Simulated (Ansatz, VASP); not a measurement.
**Cu3N: VASP beside Ansatz**

```
Cu N
1.0
     3.71220    0.00000    0.00000
     0.00000    3.71220    0.00000
     0.00000    0.00000    3.71220
Cu N
3 1
Direct
  0.50000 0.00000 0.00000
  0.00000 0.50000 0.00000
  0.00000 0.00000 0.50000
  0.00000 0.00000 0.00000
```

Change from the starting cell: equal strain along all axes, cell held, atoms relaxed: -3.0 %.

Alike in both runs: task single point; functional PBE; k mesh 10 × 10 × 10; occupations gaussian, width 0.01 eV; no spin polarisation.

|  | VASP | Ansatz |
| --- | --- | --- |
| version | VASP 6.6.1 | Ansatz 0.2.0 |
| potentials or method | VASP PAW PBE potentials, release 64 (Cu, N), cutoff 600 eV | scalar-relativistic, plane waves, PAW |
| valence electrons in the cell | 38 | 62 |

|  | VASP | Ansatz | Ansatz less VASP |
| --- | --- | --- | --- |
| gap on the k mesh at the Fermi level (eV) | none | none | - |
| pressure (GPa) | 13.9 | 13.2 | -0.71 |

A gap of «none» marks a metal or a gap that the smearing closes. With one functional, cell and mesh, what is left measures potentials, basis and numerics. VASP's potentials hold 38 valence electrons a cell and Ansatz's 62, so a difference there can come from the potentials and not from the codes.
